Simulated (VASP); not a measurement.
A run of VASP 6.6.1 is set up as follows.

The input INCAR:

```
PREC = Accurate
ENCUT = 520
EDIFF = 1E-6
ISMEAR = -1
SIGMA = 0.05
LREAL = F
LASPH = T
NELM = 80
ALGO = Normal
ISIF = 2
LWAVE = F
LCHARG = T
GGA = RP
LELF = T
LVHAR = T
NBANDS = 43
```

KPOINTS

```
Automatic mesh
0
Gamma
  7 7 4
```

The input POSCAR:

```
Si2Mo
1.0
    4.6335350417      0.0000000000      0.0000000000
   -2.3167675209      4.0127590554      0.0000000000
    0.0000000000      0.0000000000      6.6350745259
Mo Si
3 6
Direct
    0.5000000000      0.5000000000      0.8333333333
    0.0000000000      0.5000000000      0.1666666667
    0.5000000000      0.0000000000      0.5000000000
    0.1639265475      0.3278530950      0.5000000000
    0.6721469050      0.8360734525      0.1666666667
    0.8360734525      0.1639265475      0.8333333333
    0.8360734525      0.6721469050      0.5000000000
    0.3278530950      0.1639265475      0.1666666667
    0.1639265475      0.8360734525      0.8333333333
```

Potentials or basis: VASP PAW PBE potentials, release 64 (Mo_sv, Si).

Command:

```sh
$ cat potpaw_PBE.64/Mo_sv/POTCAR potpaw_PBE.64/Si/POTCAR > POTCAR
$ mpirun -np 1 vasp_std > vasp.out
```

Q: Estimate the pressure.

A: -0.2 GPa.

Q: What does it give for the largest force?

A: 0.006 eV/Å.

Forces in eV/Å, atoms in the order of the input:
```
Mo   0.000  0.000  0.000
Mo   0.000  0.000  0.000
Mo   0.000  0.000  0.000
Si   0.000 -0.006  0.000
Si   0.005  0.003  0.000
Si   0.005 -0.003  0.000
Si   0.000  0.006  0.000
Si  -0.005 -0.003  0.000
Si  -0.005  0.003  0.000
```

Caveat: the PAW data sets were made with another functional, which shifts forces and pressure a little.
